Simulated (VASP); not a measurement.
# Ru (P6_3/mmc) in VASP: notebook

Runs on Ru. Level: PBEsol. Tasks: single point.

Everything below comes from runs of VASP 6.6.1. Logs are shortened: lines on timing, memory, paths and dates and some standing lists are left out, and cuts for length are marked.

## 1. The cell of the first run

The structure is hexagonal, space group P6_3/mmc (No. 194). The conventional cell has a = 2.708 Å, b = 2.708 Å, c = 4.268 Å, α = 90.00°, β = 90.00°, γ = 120.00°. Within 3.5 Å of Ru (site symmetry -6m2) lie 12 Ru at 2.65 to 2.71 Å.

## 2. Single point, PBEsol

INCAR reads:

```
SYSTEM = Ru
ALGO = Normal
EDIFF = 1E-6
ENCUT = 520
GGA = PS
ISIF = 2
ISMEAR = 0
LASPH = .TRUE.
LCHARG = .TRUE.
LELF = .TRUE.
LREAL = .FALSE.
LVHAR = .TRUE.
LWAVE = .FALSE.
NBANDS = 21
NELM = 60
PREC = Accurate
SIGMA = 0.1
```

KPOINTS reads:

```
k-points
0
G
  6 6 4
  0 0 0
```

POSCAR reads:

```
Ru
1.0
    2.7078263433      0.0000000000      0.0000000000
   -1.3539131716      2.3450464023      0.0000000000
    0.0000000000      0.0000000000      4.2681017800
Ru
2
Direct
    0.3333333300      0.6666666700      0.2500000000
    0.6666666700      0.3333333300      0.7500000000
```

Potentials or basis: VASP PAW PBE potentials, release 64 (Ru_pv).

Started as:

```
$ cat potpaw_PBE.64/Ru_pv/POTCAR > POTCAR
$ mpirun -np 1 vasp_std > vasp.out
```

OUTCAR:

```text
SYSTEM = Ru
   EDIFF = 1E-6
   ENCUT = 520
   GGA = PS
   ISIF = 2
   ISMEAR = 0
   LASPH = .TRUE.
   LREAL = .FALSE.
   NELM = 60
   PREC = Accurate

 ion  position               nearest neighbor table
   1  0.333  0.667  0.250-   2 2.65   2 2.65   2 2.65   2 2.65   2 2.65   2 2.65
   2  0.667  0.333  0.750-   1 2.65   1 2.65   1 2.65   1 2.65   1 2.65   1 2.65

  LATTYP: Found a hexagonal cell.
 ALAT       =     2.7078263433
 C/A-ratio  =     1.5762095640

  Lattice vectors:

 A1 = (   2.7078263433,   0.0000000000,   0.0000000000)
 A2 = (  -1.3539131716,   2.3450464023,   0.0000000000)
 A3 = (   0.0000000000,   0.0000000000,   4.2681017800)

Analysis of symmetry for initial positions (statically):
=====================================================================
 Subroutine PRICEL returns:
 Original cell was already a primitive cell.

 Routine SETGRP: Setting up the symmetry group for a
 hexagonal supercell.

 Subroutine GETGRP returns: Found 24 space group operations
 (whereof 12 operations were pure point group operations)
 out of a pool of 24 trial point group operations.

The static configuration has the point symmetry D_3d.
 The point group associated with its full space group is D_6h.

Analysis of symmetry for dynamics (positions and initial velocities):
=====================================================================
 Subroutine PRICEL returns:
 Original cell was already a primitive cell.

 Routine SETGRP: Setting up the symmetry group for a
 hexagonal supercell.

 Subroutine GETGRP returns: Found 24 space group operations
 (whereof 12 operations were pure point group operations)
 out of a pool of 24 trial point group operations.

The dynamic configuration has the point symmetry D_3d.
 The point group associated with its full space group is D_6h.

 Subroutine INISYM returns: Found 24 space group operations
 (whereof 12 operations are pure point group operations),
 and found     1 'primitive' translations

----------------------------------------------------------------------------------------

                                     Primitive cell

  volume of cell :      27.1024

  direct lattice vectors                    reciprocal lattice vectors
     2.707826343  0.000000000  0.000000000     0.369299901  0.213215397  0.000000000
    -1.353913172  2.345046402  0.000000000     0.000000000  0.426430794  0.000000000
     0.000000000  0.000000000  4.268101780     0.000000000  0.000000000  0.234296193

  length of vectors
     2.707826343  2.707826343  4.268101780     0.426430794  0.426430794  0.234296193

  position of ions in fractional coordinates (direct lattice)
     0.333333330  0.666666670  0.250000000
     0.666666670  0.333333330  0.750000000

  ion indices of the primitive-cell ions
   primitive index   ion index
                 1           1
                 2           2

----------------------------------------------------------------------------------------

 KPOINTS: k-points

Automatic generation of k-mesh.
 Grid dimensions read from file:
 generate k-points for:    6    6    4

 Generating k-lattice:

  Cartesian coordinates                     Fractional coordinates (reciprocal lattice)
     0.061549983  0.035535900  0.000000000     0.166666667  0.000000000  0.000000000
     0.000000000  0.071071799  0.000000000     0.000000000  0.166666667  0.000000000
     0.000000000  0.000000000  0.058574048     0.000000000  0.000000000  0.250000000

  Length of vectors
     0.071071799  0.071071799  0.058574048

  Shift w.r.t. Gamma in fractional coordinates (k-lattice)
     0.000000000  0.000000000  0.000000000

 Subroutine IBZKPT returns following result:
 ===========================================

 Found     21 irreducible k-points:

 Following reciprocal coordinates:
            Coordinates               Weight
  0.000000  0.000000  0.000000      1.000000
  0.166667  0.000000  0.000000      6.000000
  0.333333 -0.000000  0.000000      6.000000
  0.500000  0.000000  0.000000      3.000000
  0.166667  0.166667  0.000000      6.000000
  0.333333  0.166667  0.000000     12.000000
[... 13 lines left out ...]
  0.333333  0.166667  0.500000     12.000000
  0.333333  0.333333  0.500000      2.000000
   k-points           NKPTS =     21   k-points in BZ     NKDIM =     21   number of bands    NBANDS=     21
   number of dos      NEDOS =    301   number of ions     NIONS =      2
   total plane-waves  NPLWV =  12800
   dimension x,y,z NGX =    20 NGY =   20 NGZ =   32
   dimension x,y,z NGXF=    40 NGYF=   40 NGZF=   64
   ions per type =               2
   NGX,Y,Z   is equivalent  to a cutoff of  12.28, 12.28, 12.46 a.u.
   NGXF,Y,Z  is equivalent  to a cutoff of  24.56, 24.56, 24.93 a.u.
 SYSTEM =  Ru
   PREC   = accura    normal or accurate (medium, high low for compatibility)
   ISTART =      0    job   : 0-new  1-cont  2-samecut
   ICHARG =      2    charge: 1-file 2-atom 10-const
   ISPIN  =      1    spin polarized calculation?
   LNONCOLLINEAR =      F non collinear calculations
   LSORBIT =      F    spin-orbit coupling
   LASPH  =      T    aspherical Exc in radial PAW
   ENCUT  =  520.0 eV  38.22 Ry    6.18 a.u.   5.03  5.03  7.94*2*pi/ulx,y,z
   NELM   =     60;   NELMIN=  2; NELMDL= -5     # of ELM steps
   EDIFF  = 0.1E-05   stopping-criterion for ELM
   LREAL  =      F    real-space projection
   EDIFFG = 0.1E-04   stopping-criterion for IOM
   NSW    =      0    number of steps for IOM
   IBRION =     -1    ionic relax: 0-MD 1-quasi-New 2-CG
   NFREE  =      0    steps in history (QN), initial steepest desc. (CG)
   ISIF   =      2    stress and relaxation
   ISYM   =      2    0-nonsym 1-usesym 2-fastsym
   POTIM  = 0.5000    time-step for ionic-motion
   TEBEG  =    0.0;   TEEND  =   0.0 temperature during run
   PSTRESS=    0.0 pullay stress
   NELECT =      28.0000    total number of electrons
   NUPDOWN=      -1.0000    fix difference up-down
   EMIN   =  10.00;   EMAX   =-10.00  energy-range for DOS
   EFERMI =   0.00;   METHOD = LEGACY
   ISMEAR =     0;   SIGMA  =   0.10  broadening in eV -4-tet -1-fermi 0-gaus
   EFERMI_NEDOS =   21; number of points for ismear=-14 and -15
   IALGO  =     38    algorithm
   IMIX   =      4    mixing-type and parameters
     AMIX     =   0.40;   BMIX     =  1.00
     AMIX_MAG =   1.60;   BMIX_MAG =  1.00
  volume/ion in A,a.u.               =      13.55        91.45
  Fermi-wavevector in a.u.,A,eV,Ry     =   1.654977  3.127452 37.265640  2.738947
  Thomas-Fermi vector in A             =   2.743152
   LORBIT       =      0    0 simple, 1 ext, 2 COOP (PROOUT), +10 PAW based schemes
   GGA     = PS    functional components
   LHFCALC =     F    Hartree Fock is set to
   AEXX    =    0.0000 exact exchange contribution
   IVDW    =     0    specifies the selected vdW correction
   LEPSILON=     F    determine dielectric tensor
   LRPA    =     F    only Hartree local field effects (RPA)
 non-spin polarized calculation
 Gauss-broadening in eV      SIGMA  =   0.10
  energy-cutoff  :      520.00
  volume of cell :       27.10
 maximum number of plane-waves:       752
   NGX = 11   NGY = 11   NGZ = 15

 number of electron      28.0000006 magnetization

 Free energy of the ion-electron system (eV)
  ---------------------------------------------------
  ext. energy  EPLUGINS =         0.00000000
  ---------------------------------------------------
  free energy    TOTEN  =       -20.26896222 eV

  energy without entropy =      -20.25308335  energy(sigma->0) =      -20.26102278

 E-fermi :  12.9802     XC(G=0): -14.2920

 val. band max:       12.9347242513   @ k =   0.3333   0.3333   0.2500
 cond. band min:      12.9804336949   @ k =   0.3333   0.1667   0.2500
 fundamental gap:      0.0457094437
 Fermi energy:        12.9802397272

 k-point     1 :       0.0000    0.0000    0.0000
  band No.  band energies     occupation
      1     -30.8858      2.00000
      2     -29.9274      2.00000
      3     -29.9274      2.00000
      4     -29.7517      2.00000
      5     -29.7517      2.00000
      6     -29.7189      2.00000
[... 13 lines left out ...]
     20      23.0122      0.00000
     21      23.1682      0.00000

 k-point     2 :       0.1667    0.0000    0.0000
  band No.  band energies     occupation
      1     -30.7934      2.00000
      2     -30.1144      2.00000
      3     -29.9894      2.00000
      4     -29.9440      2.00000
      5     -29.7781      2.00000
      6     -29.7645      2.00000
[... 13 lines left out ...]
     20      23.0121      0.00000
     21      23.0851      0.00000

 k-point     3 :       0.3333   -0.0000    0.0000
  band No.  band energies     occupation
      1     -30.5669      2.00000
      2     -30.4884      2.00000
      3     -30.3064      2.00000
      4     -30.1052      2.00000
      5     -29.8965      2.00000
      6     -29.8376      2.00000
[... 13 lines left out ...]
     20      23.0100      0.00000
     21      23.0181      0.00000

 k-point     4 :       0.5000    0.0000    0.0000
  band No.  band energies     occupation
      1     -30.6744      2.00000
      2     -30.4780      2.00000
      3     -30.3971      2.00000
      4     -30.1602      2.00000
      5     -30.0187      2.00000
      6     -29.8693      2.00000
[... 13 lines left out ...]
     20      23.0091      0.00000
     21      23.7826      0.00000

 k-point     5 :       0.1667    0.1667    0.0000
  band No.  band energies     occupation
      1     -30.6319      2.00000
      2     -30.3114      2.00000
      3     -30.2877      2.00000
      4     -30.0384      2.00000
      5     -29.8779      2.00000
      6     -29.8552      2.00000
[... 13 lines left out ...]
     20      23.0116      0.00000
     21      23.0495      0.00000

 k-point     6 :       0.3333    0.1667    0.0000
  band No.  band energies     occupation
      1     -30.5780      2.00000
      2     -30.4179      2.00000
      3     -30.4000      2.00000
      4     -30.2182      2.00000
      5     -30.0156      2.00000
      6     -29.9790      2.00000
[... 13 lines left out ...]
     20      23.0096      0.00000
     21      23.8718      0.00000

 k-point     7 :       0.3333    0.3333    0.0000
  band No.  band energies     occupation
      1     -30.5397      2.00000
      2     -30.3608      2.00000
      3     -30.3608      2.00000
      4     -30.1957      2.00000
      5     -30.1957      2.00000
      6     -30.1647      2.00000
[... 13 lines left out ...]
     20      23.0130      0.00000
     21      23.0130      0.00000
[... 219 lines left out ...]
      1     -30.6153      2.00000
      2     -30.6153      2.00000
      3     -30.0111      2.00000
      4     -30.0111      2.00000
      5     -29.9726      2.00000
      6     -29.9726      2.00000
[... 13 lines left out ...]
     20      23.0103      0.00000
     21      26.3553      0.00000

 k-point    18 :       0.5000    0.0000    0.5000
  band No.  band energies     occupation
      1     -30.7668      2.00000
      2     -30.7668      2.00000
      3     -30.0163      2.00000
      4     -30.0163      2.00000
      5     -30.0088      2.00000
      6     -30.0088      2.00000
[... 13 lines left out ...]
     20      22.9784      0.00000
     21      23.2990      0.00000

 k-point    19 :       0.1667    0.1667    0.5000
  band No.  band energies     occupation
      1     -30.5194      2.00000
      2     -30.5194      2.00000
      3     -30.0506      2.00000
      4     -30.0506      2.00000
      5     -29.9328      2.00000
      6     -29.9328      2.00000
[... 13 lines left out ...]
     20      23.0111      0.00000
     21      28.2257      0.00000

 k-point    20 :       0.3333    0.1667    0.5000
  band No.  band energies     occupation
      1     -30.6848      2.00000
      2     -30.6848      2.00000
      3     -30.1786      2.00000
      4     -30.1786      2.00000
      5     -29.9341      2.00000
      6     -29.9341      2.00000
[... 13 lines left out ...]
     20      23.0065      0.00000
     21      24.5229      0.00000

 k-point    21 :       0.3333    0.3333    0.5000
  band No.  band energies     occupation
      1     -30.6317      2.00000
      2     -30.6317      2.00000
      3     -30.3548      2.00000
      4     -30.3548      2.00000
      5     -29.9128      2.00000
      6     -29.9128      2.00000
[... 13 lines left out ...]
     20      23.0010      0.00000
     21      23.4479      0.00000

------------------------ aborting loop because EDIFF is reached ----------------------------------------

  FORCE on cell =-STRESS in cart. coord.  units (eV):
  Direction    XX          YY          ZZ          XY          YZ          ZX
  --------------------------------------------------------------------------------------
  -------------------------------------------------------------------------------------
  Total       -0.5729954     -0.5729954     -1.3843981     -0.0000000      0.0000000      0.0000000
  in kB      -33.8730786    -33.8730786    -81.8398005     -0.0000000      0.0000000      0.0000000
  external PRESSURE =     -49.8619859 kB  Pullay stress =       0.0000000 kB

 VOLUME and BASIS-vectors are now :
 -----------------------------------------------------------------------------
  energy-cutoff  :      520.00
  volume of cell :       27.10
      direct lattice vectors                 reciprocal lattice vectors
     2.707826343  0.000000000  0.000000000     0.369299901  0.213215397  0.000000000
    -1.353913172  2.345046402  0.000000000     0.000000000  0.426430794  0.000000000
     0.000000000  0.000000000  4.268101780     0.000000000  0.000000000  0.234296193

 POSITION                                       TOTAL-FORCE (eV/Angst)
 -----------------------------------------------------------------------------------
     -0.00000      1.56336      1.06703        -0.000000     -0.000000      0.000000
      1.35391      0.78168      3.20108         0.000000      0.000000      0.000000
 -----------------------------------------------------------------------------------
    total drift:                               -0.000004      0.000003     -0.000000

  FREE ENERGIE OF THE ION-ELECTRON SYSTEM (eV)
  ---------------------------------------------------
  free  energy   TOTEN  =       -20.2689622186 eV

  energy  without entropy=      -20.2530833465  energy(sigma->0) =      -20.26102278
```

Wall time 4.5 s (1 thread of Intel Xeon 6975P-C (Granite Rapids), shared host); peak memory 0.13 GiB.

Results:

* Free energy: -20.2690 eV
* Pressure: -5.0 GPa
* Band gap on the k mesh: zero (band 14 reaches 14.16 eV, above the bottom of band 15 at 11.31 eV)

Stress tensor (GPa, compression positive):
```
-3.39  0.00  0.00
 0.00 -3.39  0.00
 0.00  0.00 -8.18
```

Levels at points of the mesh, in eV from the Fermi level:
```csv
k point,band 12,band 13,band 14,band 15,band 16,band 17
"(0.00, 0.00, 0.00)",-2.16,-2.16,-1.67,-1.67,0.95,0.95
"(0.50, 0.00, 0.00)",-2.09,-1.76,1.18,1.61,1.71,3.81
"(0.00, 0.00, 0.50)",-3.03,-2.97,-2.97,0.32,0.32,0.32
"(0.50, 0.00, 0.50)",-1.32,0.18,0.18,1.44,1.44,3.12
```

Caveat: the k points lie up to 0.45 Å⁻¹ apart; the PAW data sets were made with another functional, which shifts forces and pressure a little.

(Continued in part 2 of 3.)
